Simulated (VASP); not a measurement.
# TiB2 (P6/mmm) in VASP: notebook

TiB2 is run at these levels: LDA; tasks: single point.

Program: VASP 6.6.1. These are calculated values, not measurements. Logs are shortened: lines on timing, memory, paths and dates and some standing lists are left out, and cuts for length are marked.

### 1 The cell of the first run

It takes space group P6/mmm (No. 191, hexagonal). Conventional cell: a = 2.967 Å, b = 2.967 Å, c = 3.162 Å, α = 90.00°, β = 90.00°, γ = 120.00°. Ti (site symmetry 6/mmm) has 12 B at 2.33 Å and 6 Ti at 2.97 Å within 3.1 Å. B (site symmetry -6m2) has 3 B at 1.71 Å within 2.3 Å.

### 2 Single point, LDA

File INCAR:

```
  PREC = Accurate
  ENCUT = 520
  EDIFF = 1E-7
  ISMEAR = 1
  SIGMA = 0.15
  LREAL = False
  LASPH = True
  NELM = 80
  ALGO = Normal
  ISIF = 2
  LWAVE = False
  LCHARG = True
  LELF = True
  LVHAR = True
  NBANDS = 16
```

File KPOINTS:

```
Automatic mesh
0
Gamma
  11 11 9
```

File POSCAR:

```
TiB2
1.0
    2.9673622405      0.0000000000      0.0000000000
   -1.4836811203      2.5698070142      0.0000000000
    0.0000000000      0.0000000000      3.1624957934
Ti B
1 2
Direct
    0.0000000000      0.0000000000      0.0000000000
    0.3333333333      0.6666666667      0.5000000000
    0.6666666667      0.3333333333      0.5000000000
```

Potentials or basis: VASP PAW LDA potentials, release 64 (Ti_sv, B).

On the command line:

```sh
$ cat potpaw_LDA.64/Ti_sv/POTCAR potpaw_LDA.64/B/POTCAR > POTCAR
$ mpirun -np 1 vasp_std > vasp.out
```

OUTCAR:

```text
PREC = Accurate
   ENCUT = 520
   EDIFF = 1E-7
   ISMEAR = 1
   LREAL = False
   LASPH = True
   NELM = 80
   ISIF = 2

 ion  position               nearest neighbor table
   1  0.000  0.000  0.000-   2 2.33   2 2.33   3 2.33   3 2.33   2 2.33   3 2.33   2 2.33   3 2.33
                             3 2.33   3 2.33   2 2.33   2 2.33
   2  0.333  0.667  0.500-   3 1.71   3 1.71   3 1.71   1 2.33   1 2.33   1 2.33   1 2.33   1 2.33
                             1 2.33
   3  0.667  0.333  0.500-   2 1.71   2 1.71   2 1.71   1 2.33   1 2.33   1 2.33   1 2.33   1 2.33
                             1 2.33

  LATTYP: Found a hexagonal cell.
 ALAT       =     2.9673622405
 C/A-ratio  =     1.0657599366

  Lattice vectors:

 A1 = (   2.9673622405,   0.0000000000,   0.0000000000)
 A2 = (  -1.4836811203,   2.5698070142,   0.0000000000)
 A3 = (   0.0000000000,   0.0000000000,   3.1624957934)

Analysis of symmetry for initial positions (statically):
=====================================================================
 Subroutine PRICEL returns:
 Original cell was already a primitive cell.

 Routine SETGRP: Setting up the symmetry group for a
 hexagonal supercell.

 Subroutine GETGRP returns: Found 24 space group operations
 (whereof 24 operations were pure point group operations)
 out of a pool of 24 trial point group operations.

The static configuration has the point symmetry D_6h.

Analysis of symmetry for dynamics (positions and initial velocities):
=====================================================================
 Subroutine PRICEL returns:
 Original cell was already a primitive cell.

 Routine SETGRP: Setting up the symmetry group for a
 hexagonal supercell.

 Subroutine GETGRP returns: Found 24 space group operations
 (whereof 24 operations were pure point group operations)
 out of a pool of 24 trial point group operations.

The dynamic configuration has the point symmetry D_6h.

 Subroutine INISYM returns: Found 24 space group operations
 (whereof 24 operations are pure point group operations),
 and found     1 'primitive' translations

----------------------------------------------------------------------------------------

                                     Primitive cell

  volume of cell :      24.1158

  direct lattice vectors                    reciprocal lattice vectors
     2.967362240  0.000000000  0.000000000     0.336999638  0.194567140  0.000000000
    -1.483681120  2.569807014  0.000000000     0.000000000  0.389134279  0.000000000
     0.000000000  0.000000000  3.162495793     0.000000000  0.000000000  0.316205954

  length of vectors
     2.967362240  2.967358717  3.162495793     0.389133817  0.389134279  0.316205954

  position of ions in fractional coordinates (direct lattice)
     0.000000000  0.000000000  0.000000000
     0.333333333  0.666666667  0.500000000
     0.666666667  0.333333333  0.500000000

  ion indices of the primitive-cell ions
   primitive index   ion index
                 1           1
                 2           2
                 3           3

----------------------------------------------------------------------------------------

 KPOINTS: Automatic mesh

Automatic generation of k-mesh.
 Grid dimensions read from file:
 generate k-points for:   11   11    9

 Generating k-lattice:

  Cartesian coordinates                     Fractional coordinates (reciprocal lattice)
     0.030636331  0.017687922  0.000000000     0.090909091  0.000000000  0.000000000
     0.000000000  0.035375844  0.000000000     0.000000000  0.090909091  0.000000000
     0.000000000  0.000000000  0.035133995     0.000000000  0.000000000  0.111111111

  Length of vectors
     0.035375802  0.035375844  0.035133995

  Shift w.r.t. Gamma in fractional coordinates (k-lattice)
     0.000000000  0.000000000  0.000000000

 Subroutine IBZKPT returns following result:
 ===========================================

 Found     80 irreducible k-points:

 Following reciprocal coordinates:
            Coordinates               Weight
  0.000000  0.000000  0.000000      1.000000
  0.090909 -0.000000  0.000000      6.000000
  0.181818 -0.000000  0.000000      6.000000
  0.272727 -0.000000  0.000000      6.000000
  0.363636 -0.000000  0.000000      6.000000
  0.454545 -0.000000  0.000000      6.000000
[... 16 lines left out ...]
  0.090909  0.090909  0.111111     12.000000
  0.181818  0.090909  0.111111     24.000000
 [... further k-points ...]
   k-points           NKPTS =     80   k-points in BZ     NKDIM =     80   number of bands    NBANDS=     16
   number of dos      NEDOS =    301   number of ions     NIONS =      3
   total plane-waves  NPLWV =  13824
   dimension x,y,z NGX =    24 NGY =   24 NGZ =   24
   dimension x,y,z NGXF=    48 NGYF=   48 NGZF=   48
   ions per type =               1   2
   NGX,Y,Z   is equivalent  to a cutoff of  13.45, 13.45, 12.62 a.u.
   NGXF,Y,Z  is equivalent  to a cutoff of  26.89, 26.89, 25.23 a.u.
 SYSTEM =  unknown system
   PREC   = accura    normal or accurate (medium, high low for compatibility)
   ISTART =      0    job   : 0-new  1-cont  2-samecut
   ICHARG =      2    charge: 1-file 2-atom 10-const
   ISPIN  =      1    spin polarized calculation?
   LNONCOLLINEAR =      F non collinear calculations
   LSORBIT =      F    spin-orbit coupling
   LASPH  =      T    aspherical Exc in radial PAW
   ENCUT  =  520.0 eV  38.22 Ry    6.18 a.u.   5.52  5.52  5.88*2*pi/ulx,y,z
   NELM   =     80;   NELMIN=  2; NELMDL= -5     # of ELM steps
   EDIFF  = 0.1E-06   stopping-criterion for ELM
   LREAL  =      F    real-space projection
   EDIFFG = 0.1E-05   stopping-criterion for IOM
   NSW    =      0    number of steps for IOM
   IBRION =     -1    ionic relax: 0-MD 1-quasi-New 2-CG
   NFREE  =      0    steps in history (QN), initial steepest desc. (CG)
   ISIF   =      2    stress and relaxation
   ISYM   =      2    0-nonsym 1-usesym 2-fastsym
   POTIM  = 0.5000    time-step for ionic-motion
   TEBEG  =    0.0;   TEEND  =   0.0 temperature during run
   PSTRESS=    0.0 pullay stress
   NELECT =      18.0000    total number of electrons
   NUPDOWN=      -1.0000    fix difference up-down
   EMIN   =  10.00;   EMAX   =-10.00  energy-range for DOS
   EFERMI =   0.00;   METHOD = LEGACY
   ISMEAR =     1;   SIGMA  =   0.15  broadening in eV -4-tet -1-fermi 0-gaus
   EFERMI_NEDOS =   21; number of points for ismear=-14 and -15
   IALGO  =     38    algorithm
   IMIX   =      4    mixing-type and parameters
     AMIX     =   0.40;   BMIX     =  1.00
     AMIX_MAG =   1.60;   BMIX_MAG =  1.00
  volume/ion in A,a.u.               =       8.04        54.25
  Fermi-wavevector in a.u.,A,eV,Ry     =   1.485019  2.806279 30.004672  2.205281
  Thomas-Fermi vector in A             =   2.598483
   LORBIT       =      0    0 simple, 1 ext, 2 COOP (PROOUT), +10 PAW based schemes
   GGA     = CA    functional components
   LHFCALC =     F    Hartree Fock is set to
   AEXX    =    0.0000 exact exchange contribution
   IVDW    =     0    specifies the selected vdW correction
   LEPSILON=     F    determine dielectric tensor
   LRPA    =     F    only Hartree local field effects (RPA)
 non-spin polarized calculation
 Methfessel and Paxton  Order N= 1 SIGMA  =   0.15
  energy-cutoff  :      520.00
  volume of cell :       24.12
 maximum number of plane-waves:       666
 NGX is ok and might be reduce to    24
   NGX = 11   NGY = 11   NGZ = 11

 number of electron      18.0000000 magnetization

 Free energy of the ion-electron system (eV)
  ---------------------------------------------------
  ext. energy  EPLUGINS =         0.00000000
  ---------------------------------------------------
  free energy    TOTEN  =       -26.91010931 eV

  energy without entropy =      -26.90986154  energy(sigma->0) =      -26.91002672

 E-fermi :  10.5859     XC(G=0): -13.2525

 val. band max:       10.5723868370   @ k =   0.1818   0.1818   0.1111
 cond. band min:      10.6047271429   @ k =   0.0909  -0.0000   0.3333
 fundamental gap:      0.0323403059
 Fermi energy:        10.5858707926

 k-point     1 :       0.0000    0.0000    0.0000
  band No.  band energies     occupation
      1     -45.4781      2.00000
      2     -22.2346      2.00000
      3     -21.8633      2.00000
      4     -21.8633      2.00000
      5      -3.0025      2.00000
      6       7.8982      2.00000
[... 8 lines left out ...]
     15      16.7049      0.00000
     16      18.2718      0.00000

 k-point     2 :       0.0909   -0.0000    0.0000
  band No.  band energies     occupation
      1     -45.4721      2.00000
      2     -22.2274      2.00000
      3     -21.9060      2.00000
      4     -21.8729      2.00000
      5      -2.8368      2.00000
      6       7.4573      2.00000
[... 8 lines left out ...]
     15      17.6810      0.00000
     16      18.7660      0.00000

 k-point     3 :       0.1818   -0.0000    0.0000
  band No.  band energies     occupation
      1     -45.4561      2.00000
      2     -22.2080      2.00000
      3     -22.0195      2.00000
      4     -21.8985      2.00000
      5      -2.3531      2.00000
      6       6.3479      2.00000
[... 8 lines left out ...]
     15      19.0490      0.00000
     16      19.6071      0.00000

 k-point     4 :       0.2727   -0.0000    0.0000
  band No.  band energies     occupation
      1     -45.4349      2.00000
      2     -22.1825      2.00000
      3     -22.1654      2.00000
      4     -21.9319      2.00000
      5      -1.5868      2.00000
      6       4.9360      2.00000
[... 8 lines left out ...]
     15      18.5981      0.00000
     16      20.4683      0.00000
[... 324 lines left out ...]
 k-point    22 :       0.4545   -0.0000    0.1111
  band No.  band energies     occupation
      1     -45.4015      2.00000
      2     -22.3690      2.00000
      3     -22.1723      2.00000
      4     -21.9770      2.00000
      5       0.6823      2.00000
      6       2.0112      2.00000
[... 8 lines left out ...]
     15      19.5551      0.00000
     16      20.3728      0.00000

 k-point    23 :       0.0909    0.0909    0.1111
  band No.  band energies     occupation
      1     -45.4587      2.00000
      2     -22.2448      2.00000
      3     -21.9783      2.00000
      4     -21.8904      2.00000
      5      -2.3486      2.00000
      6       6.8461      2.00000
[... 8 lines left out ...]
     15      18.6323      0.00000
     16      18.9700      0.00000

 k-point    24 :       0.1818    0.0909    0.1111
  band No.  band energies     occupation
      1     -45.4401      2.00000
      2     -22.2215      2.00000
      3     -22.1006      2.00000
      4     -21.9262      2.00000
      5      -1.7430      2.00000
      6       5.6556      2.00000
[... 8 lines left out ...]
     15      19.1158      0.00000
     16      20.2692      0.00000

 [... further k-points ...]

------------------------ aborting loop because EDIFF is reached ----------------------------------------

  FORCE on cell =-STRESS in cart. coord.  units (eV):
  Direction    XX          YY          ZZ          XY          YZ          ZX
  --------------------------------------------------------------------------------------
  -------------------------------------------------------------------------------------
  Total        1.1598480      1.1598443      0.3335460     -0.0000000      0.0000000     -0.0000000
  in kB       77.0567406     77.0564967     22.1597728     -0.0000000      0.0000000     -0.0000000
  external PRESSURE =      58.7576700 kB  Pullay stress =       0.0000000 kB

 VOLUME and BASIS-vectors are now :
 -----------------------------------------------------------------------------
  energy-cutoff  :      520.00
  volume of cell :       24.12
      direct lattice vectors                 reciprocal lattice vectors
     2.967362240  0.000000000  0.000000000     0.336999638  0.194567140  0.000000000
    -1.483681120  2.569807014  0.000000000     0.000000000  0.389134279  0.000000000
     0.000000000  0.000000000  3.162495793     0.000000000  0.000000000  0.316205954

 POSITION                                       TOTAL-FORCE (eV/Angst)
 -----------------------------------------------------------------------------------
      0.00000      0.00000      0.00000         0.000000      0.000000      0.000000
     -0.00000      1.71320      1.58125         0.000000      0.000000     -0.000000
      1.48368      0.85660      1.58125        -0.000000     -0.000000      0.000000
 -----------------------------------------------------------------------------------
    total drift:                               -0.000000      0.000000      0.000000

  FREE ENERGIE OF THE ION-ELECTRON SYSTEM (eV)
  ---------------------------------------------------
  free  energy   TOTEN  =       -26.9101093104 eV

  energy  without entropy=      -26.9098615422  energy(sigma->0) =      -26.91002672
```

Wall time 23 s (1 thread of Intel Xeon Platinum 8259CL at 2.50GHz (Skylake/Cascade Lake), shared host); peak memory 0.15 GiB.

What came out:

* Free energy: -26.9101 eV
* Pressure: 5.9 GPa
* Band gap on the k mesh: zero (band 9 reaches 10.82 eV, above the bottom of band 10 at 10.33 eV)

Levels at points of the mesh, in eV from the Fermi level:
| k point | band 5 | band 6 | band 7 | band 8 | band 9 | band 10 | band 11 | band 12 | band 13 | band 14 |
| --- | --- | --- | --- | --- | --- | --- | --- | --- | --- | --- |
| (0.00, 0.00, 0.00) | -13.59 | -2.69 | -2.69 | -2.24 | -2.23 | 2.09 | 2.09 | 3.97 | 3.97 | 6.12 |

### 3 Single point, LDA

This run uses another cell than the first one, of 8.21 Å³/atom, 1.021 times its volume.

File INCAR:

```
SYSTEM = TiB2
PREC     = Accurate       ! precision mode
ENCUT    = 520            ! plane-wave cutoff, eV
EDIFF    = 1E-6           ! SCF threshold, eV
ISMEAR   = 1              ! smearing method
SIGMA    = 0.15           ! smearing width, eV
LREAL    = .FALSE.        ! projectors in reciprocal space
LASPH    = .TRUE.         ! aspherical terms in the spheres
NELM     = 80             ! most SCF steps
ALGO     = Normal         ! electronic algorithm
ISIF     = 2              ! what is computed and relaxed
LWAVE    = .FALSE.        ! write WAVECAR
LCHARG   = .FALSE.        ! write CHGCAR
GGA      = CA             ! functional
NBANDS   = 16             ! bands
```

File KPOINTS:

```
Automatic mesh
0
G
  11 11 9
  0 0 0
```

File POSCAR:

```
TiB2
1.0
    2.9882598462      0.0000000000      0.0000000000
   -1.4941299231      2.5879048429      0.0000000000
    0.0000000000      0.0000000000      3.1847676243
Ti B
1 2
Direct
    0.0000000000      0.0000000000      0.0000000000
    0.3333333333      0.6666666667      0.5000000000
    0.6666666667      0.3333333333      0.5000000000
```

Potentials or basis: VASP PAW LDA potentials, release 64 (Ti_sv, B).

On the command line:

```sh
$ cat potpaw_LDA.64/Ti_sv/POTCAR potpaw_LDA.64/B/POTCAR > POTCAR
$ mpirun -np 1 vasp_std > vasp.out
```

It took 20 s on 1 thread of Intel Xeon Platinum 8259CL at 2.50GHz (Skylake/Cascade Lake), shared host; peak memory 0.14 GiB.

The run converged. Its results:

```yaml
Free_energy: -26.9193 eV
Pressure: -0.2 GPa
Band_gap_on_the_k_mesh: zero (band 9 reaches 10.57 eV, above the bottom of band 10 at 10.10 eV)
```

Stress tensor (GPa, compression positive):
```
 1.20  0.00  0.00
 0.00  1.20  0.00
 0.00  0.00 -2.94
```

Levels at points of the mesh, in eV from the Fermi level:
```
           k point  band 7  band 8  band 9  band 10  band 11  band 12
(0.00, 0.00, 0.00)   -2.64   -2.23   -2.18     2.03     2.03     3.87
```

### 4 Single point, LDA

This run uses another cell than the first one, of 8.38 Å³/atom, 1.043 times its volume.

File INCAR:

```
SYSTEM = TiB2
ALGO = Normal ; EDIFF = 1E-7
ENCUT = 520 ; GGA = CA
ISIF = 2 ; ISMEAR = 1
LASPH = .True. ; LCHARG = .False.
LREAL = .False. ; LWAVE = .False.
NBANDS = 16 ; NELM = 60
PREC = Accurate ; SIGMA = 0.15
```

File KPOINTS:

```
k-points
0
Gamma
  11 11 9
  0 0 0
```

File POSCAR:

```
TiB2
1.0
    3.0088691861      0.0000000000      0.0000000000
   -1.5044345930      2.6057530265      0.0000000000
    0.0000000000      0.0000000000      3.2067322330
Ti B
1 2
Direct
    0.0000000000      0.0000000000      0.0000000000
    0.3333333333      0.6666666667      0.5000000000
    0.6666666667      0.3333333333      0.5000000000
```

On the command line:

```sh
$ cat potpaw_LDA.64/Ti_sv/POTCAR potpaw_LDA.64/B/POTCAR > POTCAR
$ mpirun -np 1 vasp_std > vasp.out
```

Run time: 22 s. Hardware: 1 thread of Intel Xeon Platinum 8259CL at 2.50GHz (Skylake/Cascade Lake), shared host; peak memory 0.15 GiB.

Results (log left out):

```yaml
Free_energy: -26.9099 eV
Pressure: -5.8 GPa
Band_gap_on_the_k_mesh: zero (band 9 reaches 10.33 eV, above the bottom of band 10 at 9.87 eV)
```

Stress tensor (GPa, compression positive):
```
-4.81  0.00  0.00
 0.00 -4.81  0.00
 0.00  0.00 -7.69
```

Levels at points of the mesh, in eV from the Fermi level:
```tsv
k point	band 6	band 7	band 8	band 9	band 10	band 11	band 12	band 13
(0.00, 0.00, 0.00)	-2.59	-2.59	-2.23	-2.13	1.97	1.97	3.77	3.77
```

### 5 Summary

```csv
cell,gap on the mesh (eV),pressure (GPa)
"a = 2.967, b = 2.967, c = 3.162 Å, angles 90.0, 90.0, 120.0°, 3 atoms",none,5.9
"a = 2.988, b = 2.988, c = 3.185 Å, angles 90.0, 90.0, 120.0°, 3 atoms",none,-0.2
"a = 3.009, b = 3.009, c = 3.207 Å, angles 90.0, 90.0, 120.0°, 3 atoms",none,-5.8
```

Alike in all rows: task single point; level LDA; potentials or basis VASP PAW LDA potentials, release 64 (Ti_sv, B); no spin polarisation; k mesh 11 × 11 × 9; cutoff (eV) 520; smearing methfessel-paxton 0.15 eV.

Total energies depend on the potentials used, so only differences within one code and one set of settings carry meaning.
